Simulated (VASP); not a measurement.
# Te6Mo3H (a cell with a defect) in VASP: a series of runs

The runs below take Te6Mo3H (a cell with a defect) through single point, with PBEsol+D3(BJ).

Everything below comes from runs of VASP 6.6.1. Logs are shortened: lines on timing, memory, paths and dates and some standing lists are left out, and cuts for length are marked.

**1. The cell of the first run**

The cell holds a defect, 10 atoms: a = 3.433 Å, b = 3.433 Å, c = 20.770 Å, α = 90.00°, β = 90.00°, γ = 120.00°.

**2. Single point, PBEsol+D3(BJ)**

Input file INCAR:

```
SYSTEM = Te6Mo3H
PREC = Accurate ; ENCUT = 400
EDIFF = 1E-6 ; ISMEAR = 0
SIGMA = 0.05 ; LREAL = .False.
LASPH = .True. ; NELM = 120
ALGO = Normal ; ISIF = 2
LWAVE = .False. ; LCHARG = .False.
GGA = PS ; IVDW = 12
NBANDS = 50 ; GGA_COMPAT = .False.
```

Input file KPOINTS:

```
regular mesh
0
Gamma
  9 9 2
  0 0 0
```

Input file POSCAR:

```
Te6Mo3H
1.0
    3.4334348991      0.0000000000      0.0000000000
   -1.7167174496      2.9734418449      0.0000000000
    0.0000000000      0.0000000000     20.7704276327
Te Mo H
6 3 1
Direct
    0.0000000000      0.0000000000      0.9125759158
    0.3333333333      0.6666666667      0.5917813750
    0.3333333333      0.6666666667      0.2333059430
    0.3333333333      0.6666666667      0.7666940570
    0.3333333333      0.6666666667      0.4082186250
    0.0000000000      0.0000000000      0.0874240842
    0.0000000000      0.0000000000      0.6791506171
    0.0000000000      0.0000000000      0.3208493829
    0.3333333333      0.6666666667      0.0000000000
    0.0726901485      0.0988450742      0.3773436355
```

Potentials or basis: VASP PAW PBE potentials, release 64 (Te, Mo_sv, H).

Command:

```
> cat potpaw_PBE.64/Te/POTCAR potpaw_PBE.64/Mo_sv/POTCAR potpaw_PBE.64/H/POTCAR > POTCAR
> mpirun -np 1 vasp_std > vasp.out
```

OUTCAR:

```text
SYSTEM = Te6Mo3H
   PREC = Accurate
   ENCUT = 400
   EDIFF = 1E-6
   ISMEAR = 0
   LREAL = .False.
   LASPH = .True.
   NELM = 120
   ISIF = 2
   GGA = PS
   IVDW = 12
 IVDW          = 12

 ion  position               nearest neighbor table
   1  0.000  0.000  0.913-   9 2.69   9 2.69   9 2.69   4 3.62   4 3.62   4 3.62   6 3.63
   2  0.333  0.667  0.592-   7 2.69   7 2.69   7 2.69   4 3.63
   3  0.333  0.667  0.233-   8 2.69   8 2.69   8 2.69   6 3.62   6 3.62   6 3.62   5 3.63
   4  0.333  0.667  0.767-   7 2.69   7 2.69   7 2.69   1 3.62   1 3.62   1 3.62   2 3.63
   5  0.333  0.667  0.408-  10 1.81  10 2.18   8 2.69   8 2.69   8 2.69   3 3.63
   6  0.000  0.000  0.087-   9 2.69   9 2.69   9 2.69   3 3.62   3 3.62   3 3.62   1 3.63
   7  0.000  0.000  0.679-   2 2.69   2 2.69   2 2.69   4 2.69   4 2.69   4 2.69
   8  0.000  0.000  0.321-  10 1.21   5 2.69   5 2.69   5 2.69   3 2.69   3 2.69   3 2.69
   9  0.333  0.667  0.000-   1 2.69   6 2.69   1 2.69   6 2.69   1 2.69   6 2.69
  10  0.073  0.099  0.377-   8 1.21   5 1.81   5 2.18

  LATTYP: Found a hexagonal cell.
 ALAT       =     3.4334348991
 C/A-ratio  =     6.0494601596

  Lattice vectors:

 A1 = (   3.4334348991,   0.0000000000,   0.0000000000)
 A2 = (  -1.7167174496,   2.9734418449,   0.0000000000)
 A3 = (   0.0000000000,   0.0000000000,  20.7704276327)

Analysis of symmetry for initial positions (statically):
=====================================================================
 Subroutine PRICEL returns:
 Original cell was already a primitive cell.

 Routine SETGRP: Setting up the symmetry group for a
 hexagonal supercell.

 Subroutine GETGRP returns: Found  1 space group operations
 (whereof  1 operations were pure point group operations)
 out of a pool of 24 trial point group operations.

The static configuration has the point symmetry C_1 .

Analysis of symmetry for dynamics (positions and initial velocities):
=====================================================================
 Subroutine PRICEL returns:
 Original cell was already a primitive cell.

 Routine SETGRP: Setting up the symmetry group for a
 hexagonal supercell.

 Subroutine GETGRP returns: Found  1 space group operations
 (whereof  1 operations were pure point group operations)
 out of a pool of 24 trial point group operations.

The dynamic configuration has the point symmetry C_1 .

 Subroutine INISYM returns: Found  1 space group operations
 (whereof  1 operations are pure point group operations),
 and found     1 'primitive' translations

----------------------------------------------------------------------------------------

                                     Primitive cell
[... 120 lines left out ...]
   EMIN   =  10.00;   EMAX   =-10.00  energy-range for DOS
   EFERMI =   0.00;   METHOD = LEGACY
   ISMEAR =     0;   SIGMA  =   0.05  broadening in eV -4-tet -1-fermi 0-gaus
   EFERMI_NEDOS =   21; number of points for ismear=-14 and -15
   IALGO  =     38    algorithm
   IMIX   =      4    mixing-type and parameters
     AMIX     =   0.40;   BMIX     =  1.00
     AMIX_MAG =   1.60;   BMIX_MAG =  1.00
  volume/ion in A,a.u.               =      21.20       143.10
  Fermi-wavevector in a.u.,A,eV,Ry     =   1.177984  2.226066 18.880066  1.387646
  Thomas-Fermi vector in A             =   2.314321
   LORBIT       =      0    0 simple, 1 ext, 2 COOP (PROOUT), +10 PAW based schemes
   GGA     = PS    functional components
   LHFCALC =     F    Hartree Fock is set to
   AEXX    =    0.0000 exact exchange contribution
   IVDW    =    12    specifies the selected vdW correction
   LEPSILON=     F    determine dielectric tensor
   LRPA    =     F    only Hartree local field effects (RPA)
 non-spin polarized calculation
 Gauss-broadening in eV      SIGMA  =   0.05
  energy-cutoff  :      400.00
  volume of cell :      212.05
 maximum number of plane-waves:      3908
   NGX = 11   NGY = 11   NGZ = 67

 number of electron      78.9999990 magnetization

 Free energy of the ion-electron system (eV)
  ---------------------------------------------------
  ext. energy  EPLUGINS =         0.00000000
  ---------------------------------------------------
  free energy    TOTEN  =       -57.29022574 eV

  energy without entropy =      -57.28530648  energy(sigma->0) =      -57.28776611

 E-fermi :   9.3258     XC(G=0): -10.8931

 val. band max:        9.3164743315   @ k =  -0.3333   0.3333   0.0000
 cond. band min:       9.3280311038   @ k =   0.4444   0.1111   0.0000
 fundamental gap:      0.0115567723
 Fermi energy:         9.3258066535

 k-point     1 :       0.0000    0.0000    0.0000
  band No.  band energies     occupation
      1     -51.7533      2.00000
      2     -51.6767      2.00000
      3     -51.6714      2.00000
      4     -26.8208      2.00000
      5     -25.9303      2.00000
      6     -25.9236      2.00000
[... 1261 lines left out ...]
     49      11.9729      0.00000
     50      12.1628      0.00000

 [... further k-points ...]

------------------------ aborting loop because EDIFF is reached ----------------------------------------

 Edisp (eV)   -5.03481

 E8    (eV) :    -3.4267

  FORCE on cell =-STRESS in cart. coord.  units (eV):
  Direction    XX          YY          ZZ          XY          YZ          ZX
  --------------------------------------------------------------------------------------
  -------------------------------------------------------------------------------------
  Total       3.20346     6.70980    21.44906    -0.08636     5.61422     1.34058
  in kB      24.20450    50.69750   162.06345    -0.65252    42.41957    10.12905
  external pressure =       78.99 kB  Pullay stress =        0.00 kB

 VOLUME and BASIS-vectors are now :
 -----------------------------------------------------------------------------
  energy-cutoff  :      400.00
  volume of cell :      212.05
      direct lattice vectors                 reciprocal lattice vectors
     3.433434899  0.000000000  0.000000000     0.291253520  0.168155298  0.000000000
    -1.716717450  2.973441845  0.000000000     0.000000000  0.336310596  0.000000000
     0.000000000  0.000000000 20.770427633     0.000000000  0.000000000  0.048145374

 POSITION                                       TOTAL-FORCE (eV/Angst)
 -----------------------------------------------------------------------------------
      0.00000      0.00000     18.95459        -0.000558     -0.001348     -0.031437
     -0.00000      1.98229     12.29155         0.000478      0.004545     -0.084411
     -0.00000      1.98229      4.84586        -0.105744     -0.145527     -0.619471
     -0.00000      1.98229     15.92456        -0.000255     -0.001133      0.034707
     -0.00000      1.98229      8.47888         0.063180      1.614714      1.264944
      0.00000      0.00000      1.81584         0.003498      0.010846     -0.001296
      0.00000      0.00000     14.10625         0.000896      0.000503     -0.018241
      0.00000      0.00000      6.66418        -0.843142     -3.572822    -16.259984
     -0.00000      1.98229      0.00000        -0.000428      0.002162     -0.001057
      0.07989      0.29391      7.83759         0.882075      2.088060     15.716247
 -----------------------------------------------------------------------------------
    total drift:                                0.000082      0.000086      0.000431

  FREE ENERGIE OF THE ION-ELECTRON SYSTEM (eV)
  ---------------------------------------------------
  free  energy   TOTEN  =       -62.3250335107 eV

  energy  without entropy=      -62.3201142454  energy(sigma->0) =      -62.32257388
```

OSZICAR:

```text
N       E                     dE             d eps       ncg     rms          rms(c)
DAV:   1     0.538444147381E+03    0.53844E+03   -0.36083E+04  9936   0.115E+03
[... 20 lines left out ...]
DAV:  22    -0.572902684088E+02   -0.73372E-05   -0.24206E-04 10758   0.144E-01    0.511E-02
DAV:  23    -0.572902429822E+02    0.25427E-04   -0.55231E-05  8718   0.414E-02    0.494E-02
DAV:  24    -0.572902383831E+02    0.45991E-05   -0.11294E-05  9486   0.134E-02    0.437E-02
DAV:  25    -0.572902363471E+02    0.20359E-05   -0.17814E-06  7078   0.571E-03    0.397E-02
DAV:  26    -0.572902283915E+02    0.79556E-05   -0.60839E-06  8330   0.196E-02    0.304E-02
DAV:  27    -0.572902254302E+02    0.29613E-05   -0.99865E-06  9764   0.208E-02    0.157E-02
DAV:  28    -0.572902257404E+02   -0.31019E-06   -0.37052E-06  7230   0.545E-03
   1 F= -.62325034E+02 E0= -.62322574E+02  d E =-.491927E-02
```

It took 11 min on 1 thread of Intel Xeon 6975P-C (Granite Rapids), shared host; peak memory 0.59 GiB.

What came out:

| Property | Result |
| --- | --- |
| Free energy | -62.3250 eV |
| Pressure | 7.9 GPa |
| Largest force | 16.669 eV/Å |
| Band gap on the k mesh | zero (an odd number of electrons rules out a gap without spin polarisation) |
| Dispersion energy per atom | -0.503 eV |

Forces on the atoms (eV/Å):
```
Te   -0.001  -0.001  -0.031
Te    0.000   0.005  -0.084
Te   -0.106  -0.146  -0.619
Te    0.000  -0.001   0.035
Te    0.063   1.615   1.265
Te    0.003   0.011  -0.001
Mo    0.001   0.001  -0.018
Mo   -0.843  -3.573 -16.260
Mo    0.000   0.002  -0.001
H     0.882   2.088  15.716
```

Caveat: atoms lie so close that the PAW spheres overlap strongly, which falsifies energies and pressures; the PAW data sets were made with another functional, which shifts forces and pressure a little; spin-orbit coupling is left out, which moves the levels of the heavy elements.

[end of part 1 of 2]
